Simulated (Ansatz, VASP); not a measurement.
## Si23H4O48: VASP beside Ansatz

```xyz
75
Lattice="9.8316 0.0000 0.0000 -4.9158 8.5144 0.0000 0.0000 0.0000 10.8182" Properties=species:S:1:pos:R:3 pbc="T T T"
Si    2.6187    0.0083    1.7685
Si   -1.3010    2.3020    3.6317
Si    1.1100    2.0044    0.0011
Si   -2.2959    8.4953    7.1795
Si    8.4555    2.2679    9.0335
Si    1.1607    1.9456    5.4281
Si    0.1663    4.2805    1.8089
Si    6.0560    6.5358    3.6041
Si   -1.3042    6.2413   10.7820
Si    6.0521    6.5279    9.0085
Si   -1.3113    6.2633    5.3834
Si    7.5418    0.0366    1.8092
Si    3.5876    2.2741    3.5985
Si    6.0035    1.9755    0.0032
Si    7.5222    0.0105    7.2147
Si    3.5560    2.2628    9.0010
Si    6.0550    1.9907    5.4008
Si    5.0609    4.2643    1.8099
Si    1.1405    6.5592    3.5922
Si    3.6046    6.2743    0.0131
Si    5.0477    4.2535    7.2086
Si    1.1802    6.5494    8.9967
Si    3.5886    6.2623    5.4057
O    -0.3396    1.7593    4.8275
O     1.1130    3.1148    1.1890
O    -0.7587    3.7016    3.0146
O     1.6469    0.5951    0.5993
O     2.1154    2.5070    4.2338
O     3.5540    1.1785    2.3946
O    -0.3884    1.7869   10.2309
O     1.2584    2.9951    6.6710
O    -0.7751    3.6528    8.4174
O     1.6812    0.4890    5.9493
O     2.0700    2.5188    9.6062
O     3.5419    1.1618    7.8078
O    -2.8046    6.0139    4.8015
O    -1.3281    7.3940    1.1159
O    -3.2266    7.9187    2.9590
O    -0.7949    4.8520    0.6276
O    -0.3512    6.8064    4.1821
O     1.1203    5.4550    2.3964
O    -2.7995    6.0025   10.1946
O    -1.3057    7.3593    6.5885
O    -3.2443    7.9187    8.3722
O    -0.7779    4.8528    6.0088
O    -0.3357    6.7013    9.5566
O     1.3099    5.5210    7.7275
O     4.5815    1.7426    4.7729
O     5.9902    3.0897    1.1868
O     4.1085    3.6883    2.9951
O     6.5740    0.5885    0.6201
O     7.0417    2.5475    4.2342
O     8.4842    1.2054    2.4246
O     4.5170    1.7422   10.2090
O     5.9999    3.0845    6.6096
O     4.0722    3.6809    8.3860
O     6.5952    0.5883    6.0093
O     6.9573    2.4923    9.6089
O     8.4793    1.1633    7.8377
O     2.1092    6.0271    4.7849
O     3.5862    7.3948    1.1915
O     1.6874    7.9663    2.9997
O     4.1269    4.8655    0.6213
O     4.5739    6.7870    4.2190
O     6.0246    5.4119    2.4274
O     2.1163    6.0368   10.2273
O     3.5609    7.3612    6.6070
O     1.6433    7.9978    8.4195
O     4.1211    4.8526    6.0161
O     4.5724    6.7827    9.6247
O     6.0146    5.3940    7.8391
H     1.7209    4.7280    7.8379
H     0.5082    3.0321    7.3083
H     0.1014    4.9807    6.4437
H    -1.2142    4.0841    7.6480
```

Alike in both runs: task single point; functional r2SCAN; k mesh 1 × 1 × 1; occupations gaussian, width 0.02 eV; no spin polarisation.

|  | VASP | Ansatz |
| --- | --- | --- |
| version | VASP 6.6.1 | Ansatz 0.2.0 |
| potentials or method | VASP PAW PBE potentials, release 64 (Si, O, H) | scalar-relativistic, plane waves, PAW |
| plane-wave cutoff (eV) | 520 | 500 |
| valence electrons in the cell | 384 | 384 |

```tsv
	VASP	Ansatz	Ansatz less VASP
gap on the k mesh at the Fermi level (eV)	6.38	6.38	+0.003
least direct gap on the mesh (eV)	6.38	6.38	+0.003
```

VASP's potentials were made for PBE, not for r2SCAN.
